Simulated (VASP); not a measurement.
# Ag (P6_3/mmc) in VASP: further runs

Runs on Ag. Level: PBEsol. Tasks: single point.

All numbers are computed with VASP 6.6.1; they aren't measurements. Logs are shortened: lines on timing, memory, paths and dates and some standing lists are left out, and cuts for length are marked.

**1. The cell of the first run**

Symmetry: P6_3/mmc, No. 194, hexagonal system. The conventional cell has a = 2.930 Å, b = 2.930 Å, c = 4.790 Å, α = 90.00°, β = 90.00°, γ = 120.00°. Ag (site symmetry -6m2) has 12 Ag at 2.93 Å within 3.9 Å.

**2. Single point, PBEsol**

The input, INCAR:

```
PREC = Accurate
ENCUT = 520
EDIFF = 1E-6
ISMEAR = -1
SIGMA = 0.05
LREAL = F
LASPH = T
NELM = 60
ALGO = Normal
ISIF = 2
LWAVE = F
LCHARG = F
GGA = PS
NBANDS = 18
```

The input, KPOINTS:

```
regular mesh
0
Gamma
  10 10 6
```

The input, POSCAR:

```
Ag
1.0
    2.9300000000      0.0000000000      0.0000000000
   -1.4650000000      2.5374544331      0.0000000000
    0.0000000000      0.0000000000      4.7900000000
Ag
2
Direct
    0.6666666667      0.3333333333      0.7500000000
    0.3333333333      0.6666666667      0.2500000000
```

Potentials or basis: VASP PAW PBE potentials, release 64 (Ag).

Run with:

```
$ cat potpaw_PBE.64/Ag/POTCAR > POTCAR
$ mpirun -np 1 vasp_std > vasp.out
```

OUTCAR:

```text
PREC = Accurate
   ENCUT = 520
   EDIFF = 1E-6
   ISMEAR = -1
   LREAL = F
   LASPH = T
   NELM = 60
   ISIF = 2
   GGA = PS

 ion  position               nearest neighbor table
   1  0.667  0.333  0.750-   2 2.93   2 2.93   2 2.93   2 2.93   2 2.93   2 2.93
   2  0.333  0.667  0.250-   1 2.93   1 2.93   1 2.93   1 2.93   1 2.93   1 2.93

  LATTYP: Found a hexagonal cell.
 ALAT       =     2.9300000000
 C/A-ratio  =     1.6348122867

  Lattice vectors:

 A1 = (   2.9300000000,   0.0000000000,   0.0000000000)
 A2 = (  -1.4650000000,   2.5374544331,   0.0000000000)
 A3 = (   0.0000000000,   0.0000000000,   4.7900000000)

Analysis of symmetry for initial positions (statically):
=====================================================================
 Subroutine PRICEL returns:
 Original cell was already a primitive cell.

 Routine SETGRP: Setting up the symmetry group for a
 hexagonal supercell.

 Subroutine GETGRP returns: Found 24 space group operations
 (whereof 12 operations were pure point group operations)
 out of a pool of 24 trial point group operations.

The static configuration has the point symmetry D_3d.
 The point group associated with its full space group is D_6h.

Analysis of symmetry for dynamics (positions and initial velocities):
=====================================================================
 Subroutine PRICEL returns:
 Original cell was already a primitive cell.

 Routine SETGRP: Setting up the symmetry group for a
 hexagonal supercell.

 Subroutine GETGRP returns: Found 24 space group operations
 (whereof 12 operations were pure point group operations)
 out of a pool of 24 trial point group operations.

The dynamic configuration has the point symmetry D_3d.
 The point group associated with its full space group is D_6h.

 Subroutine INISYM returns: Found 24 space group operations
 (whereof 12 operations are pure point group operations),
 and found     1 'primitive' translations

----------------------------------------------------------------------------------------

                                     Primitive cell

  volume of cell :      35.6124

  direct lattice vectors                    reciprocal lattice vectors
     2.930000000  0.000000000  0.000000000     0.341296928  0.197047873  0.000000000
    -1.465000000  2.537454433  0.000000000     0.000000000  0.394095747  0.000000000
[... 77 lines left out ...]
   ISTART =      0    job   : 0-new  1-cont  2-samecut
   ICHARG =      2    charge: 1-file 2-atom 10-const
   ISPIN  =      1    spin polarized calculation?
   LNONCOLLINEAR =      F non collinear calculations
   LSORBIT =      F    spin-orbit coupling
   LASPH  =      T    aspherical Exc in radial PAW
   ENCUT  =  520.0 eV  38.22 Ry    6.18 a.u.   5.45  5.45  8.91*2*pi/ulx,y,z
   NELM   =     60;   NELMIN=  2; NELMDL= -5     # of ELM steps
   EDIFF  = 0.1E-05   stopping-criterion for ELM
   LREAL  =      F    real-space projection
   EDIFFG = 0.1E-04   stopping-criterion for IOM
   NSW    =      0    number of steps for IOM
   IBRION =     -1    ionic relax: 0-MD 1-quasi-New 2-CG
   NFREE  =      0    steps in history (QN), initial steepest desc. (CG)
   ISIF   =      2    stress and relaxation
   ISYM   =      2    0-nonsym 1-usesym 2-fastsym
   POTIM  = 0.5000    time-step for ionic-motion
   TEBEG  =    0.0;   TEEND  =   0.0 temperature during run
   PSTRESS=    0.0 pullay stress
   NELECT =      22.0000    total number of electrons
   NUPDOWN=      -1.0000    fix difference up-down
   EMIN   =  10.00;   EMAX   =-10.00  energy-range for DOS
   EFERMI =   0.00;   METHOD = LEGACY
   ISMEAR =    -1;   SIGMA  =   0.05  broadening in eV -4-tet -1-fermi 0-gaus
   EFERMI_NEDOS =   21; number of points for ismear=-14 and -15
   IALGO  =     38    algorithm
   IMIX   =      4    mixing-type and parameters
     AMIX     =   0.40;   BMIX     =  1.00
     AMIX_MAG =   1.60;   BMIX_MAG =  1.00
  volume/ion in A,a.u.               =      17.81       120.16
  Fermi-wavevector in a.u.,A,eV,Ry     =   1.394275  2.634799 26.449782  1.944004
  Thomas-Fermi vector in A             =   2.517840
   LORBIT       =      0    0 simple, 1 ext, 2 COOP (PROOUT), +10 PAW based schemes
   GGA     = PS    functional components
   LHFCALC =     F    Hartree Fock is set to
   AEXX    =    0.0000 exact exchange contribution
   IVDW    =     0    specifies the selected vdW correction
   LEPSILON=     F    determine dielectric tensor
   LRPA    =     F    only Hartree local field effects (RPA)
 non-spin polarized calculation
  energy-cutoff  :      520.00
  volume of cell :       35.61
 maximum number of plane-waves:       990
 NGX is ok and might be reduce to    24
   NGX = 11   NGY = 11   NGZ = 17

 number of electron      22.0000005 magnetization

 Free energy of the ion-electron system (eV)
  ---------------------------------------------------
  ext. energy  EPLUGINS =         0.00000000
  ---------------------------------------------------
  free energy    TOTEN  =        -6.55094749 eV

  energy without entropy =       -6.54539939  energy(sigma->0) =       -6.54817344

 E-fermi :   7.6134     XC(G=0): -12.1530

 val. band max:        7.4123597527   @ k =   0.3000   0.0000   0.3333
 cond. band min:       7.6544487361   @ k =   0.3000   0.2000   0.3333
 fundamental gap:      0.2420889834
 Fermi energy:         7.6134113690

 k-point     1 :       0.0000    0.0000    0.0000
  band No.  band energies     occupation
      1       0.1292      2.00000
      2       1.5212      2.00000
      3       3.0231      2.00000
      4       3.1197      2.00000
      5       3.1197      2.00000
      6       3.3411      2.00000
[... 481 lines left out ...]
      5       3.0538      2.00000
      6       3.6247      2.00000
[... 10 lines left out ...]
     17      19.6936      0.00000
     18      21.7231      0.00000

 [... further k-points ...]
[... 5 lines left out ...]
  --------------------------------------------------------------------------------------
  -------------------------------------------------------------------------------------
  Total       -1.3475937     -1.3475937     -1.4844786      0.0000000      0.0000000      0.0000000
  in kB      -60.6272926    -60.6272926    -66.7856463      0.0000000      0.0000000      0.0000000
  external PRESSURE =     -62.6800772 kB  Pullay stress =       0.0000000 kB

 VOLUME and BASIS-vectors are now :
 -----------------------------------------------------------------------------
  energy-cutoff  :      520.00
  volume of cell :       35.61
      direct lattice vectors                 reciprocal lattice vectors
     2.930000000  0.000000000  0.000000000     0.341296928  0.197047873  0.000000000
    -1.465000000  2.537454433  0.000000000     0.000000000  0.394095747  0.000000000
     0.000000000  0.000000000  4.790000000     0.000000000  0.000000000  0.208768267

 POSITION                                       TOTAL-FORCE (eV/Angst)
 -----------------------------------------------------------------------------------
      1.46500      0.84582      3.59250         0.000000     -0.000000      0.000000
     -0.00000      1.69164      1.19750        -0.000000      0.000000      0.000000
 -----------------------------------------------------------------------------------
    total drift:                               -0.000000      0.000000     -0.000000

  FREE ENERGIE OF THE ION-ELECTRON SYSTEM (eV)
  ---------------------------------------------------
  free  energy   TOTEN  =        -6.5509474927 eV

  energy  without entropy=       -6.5453993886  energy(sigma->0) =       -6.54817344
```

stdout:

```text
POSCAR found type information on POSCAR Ag
 POSCAR found :  1 types and       2 ions
 scaLAPACK will be used
 -----------------------------------------------------------------------------
|                                                                             |
|                                                                             |
|     You enforced a specific xc type in the INCAR file but a different       |
|     I HOPE YOU KNOW WHAT YOU ARE DOING!                                     |
|                                                                             |
 -----------------------------------------------------------------------------

 LDA part: xc-table for (Slater+PW92), standard interpolation
 POSCAR, INCAR and KPOINTS ok, starting setup
 FFT: planning ... GRIDC
 FFT: planning ... GRID_SOFT
 FFT: planning ... GRID
 WAVECAR not read
 entering main loop
```

Run time: 12 s. Hardware: 1 thread of Intel Xeon Platinum 8559C (Emerald Rapids), shared host; peak memory 0.17 GiB.

What came out:

- Free energy: -6.5509 eV
- Pressure: -6.3 GPa
- Band gap on the k mesh: zero (band 11 reaches 10.65 eV, above the bottom of band 12 at 4.32 eV)

Stress tensor (GPa, compression positive):
```
-6.06  0.00  0.00
 0.00 -6.06  0.00
 0.00  0.00 -6.68
```

Levels at points of the mesh, in eV from the Fermi level:
| k point | band 8 | band 9 | band 10 | band 11 | band 12 | band 13 | band 14 | band 15 |
| --- | --- | --- | --- | --- | --- | --- | --- | --- |
| (0.00, 0.00, 0.00) | -3.94 | -3.94 | -3.00 | -3.00 | -0.32 | 3.36 | 15.53 | 17.38 |
| (0.50, 0.00, 0.00) | -2.87 | -2.82 | -2.74 | 0.12 | 1.46 | 6.67 | 6.95 | 9.00 |
| (0.00, 0.00, 0.50) | -4.35 | -3.29 | -3.29 | -3.29 | -3.29 | 10.80 | 10.80 | 15.87 |
| (0.50, 0.00, 0.50) | -3.04 | -2.79 | -2.79 | 0.79 | 0.79 | 4.35 | 4.35 | 13.26 |

Caveat: the PAW data sets were made with another functional, which shifts forces and pressure a little.

**3. Single point, PBEsol**

This run uses another cell than the first one, of 14.21 Å³/atom, 0.798 times its volume.

The input, INCAR:

```
PREC     = Accurate       # precision mode
ENCUT    = 520            # plane-wave cutoff, eV
EDIFF    = 1E-6           # SCF threshold, eV
ISMEAR   = -1             # smearing method
SIGMA    = 0.05           # smearing width, eV
LREAL    = F              # projectors in reciprocal space
LASPH    = T              # aspherical terms in the spheres
NELM     = 60             # most SCF steps
ALGO     = Normal         # electronic algorithm
ISIF     = 2              # what is computed and relaxed
LWAVE    = F              # write WAVECAR
LCHARG   = T              # write CHGCAR
GGA      = PS             # functional
LELF     = T              # ELF
LVHAR    = T            
NBANDS   = 18             # bands
```

KPOINTS is that of step 2.

The input, POSCAR:

```
Ag
1.0
    2.7226625880      0.0000000000      0.0000000000
   -1.3613312940      2.3578949672      0.0000000000
    0.0000000000      0.0000000000      4.4283373892
Ag
2
Direct
    0.6666666667      0.3333333333      0.7500000000
    0.3333333333      0.6666666667      0.2500000000
```

Potentials or basis: VASP PAW PBE potentials, release 64 (Ag).

Run with:

```
$ cat potpaw_PBE.64/Ag/POTCAR > POTCAR
$ mpirun -np 1 vasp_std > vasp.out
```

Run time: 8.7 s. Hardware: 1 thread of Intel Xeon 6975P-C (Granite Rapids), shared host; peak memory 0.15 GiB.

Results (log left out):

- Free energy: -6.2091 eV
- Pressure: 29.5 GPa
- Band gap on the k mesh: zero (band 11 reaches 14.64 eV, above the bottom of band 12 at 7.41 eV)

Levels at points of the mesh, in eV from the Fermi level:
| k point | band 8 | band 9 | band 10 | band 11 | band 12 | band 13 | band 14 | band 15 |
| --- | --- | --- | --- | --- | --- | --- | --- | --- |
| (0.00, 0.00, 0.00) | -4.58 | -4.58 | -3.16 | -3.16 | -0.91 | 4.82 | 16.01 | 18.25 |
| (0.50, 0.00, 0.00) | -2.98 | -2.87 | -2.78 | 0.13 | 2.06 | 7.84 | 8.06 | 11.19 |
| (0.00, 0.00, 0.50) | -5.30 | -3.58 | -3.58 | -3.58 | -3.58 | 12.69 | 12.69 | 16.52 |
| (0.50, 0.00, 0.50) | -3.28 | -2.85 | -2.85 | 0.54 | 0.54 | 5.79 | 5.79 | 15.14 |

Caveat: the PAW data sets were made with another functional, which shifts forces and pressure a little.
